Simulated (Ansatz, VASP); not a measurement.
# Two plane-wave programs on CoSn

```
Co Sn
1.0
     5.24604    0.00000    0.00000
    -2.62302    4.54320    0.00000
     0.00000    0.00000    4.18759
Co Sn
3 3
Direct
  0.00000 0.50000 0.00000
  0.50000 0.50000 0.00000
  0.50000 0.00000 0.00000
  0.66667 0.33333 0.50000
  0.33333 0.66667 0.50000
  0.00000 0.00000 0.00000
```

Alike in both runs: task single point; functional LDA; k mesh 9 × 9 × 8; occupations gaussian, width 0.05 eV; no spin polarisation.

|  | VASP | Ansatz |
| --- | --- | --- |
| version | VASP 6.6.1 | Ansatz 0.2.0 |
| potentials or method | VASP PAW LDA potentials, release 64 (Co, Sn_d), cutoff 520 eV | scalar-relativistic, plane waves, PAW |
| valence electrons in the cell | 69 | 93 |

```tsv
	VASP	Ansatz	Ansatz less VASP
gap on the k mesh at the Fermi level (eV)	none	none	-
pressure (GPa)	-6.0	-6.2	-0.17
traceless stress, the component that is largest in VASP (GPa)	-0.34	-0.29	+0.056
```

LDA's correlation is that of Perdew and Zunger in VASP and of Perdew and Wang (1992) in Ansatz. A gap of «none» marks a metal or a gap that the smearing closes. VASP's potentials hold 69 valence electrons a cell and Ansatz's 93, so a difference there can come from the potentials and not from the codes.
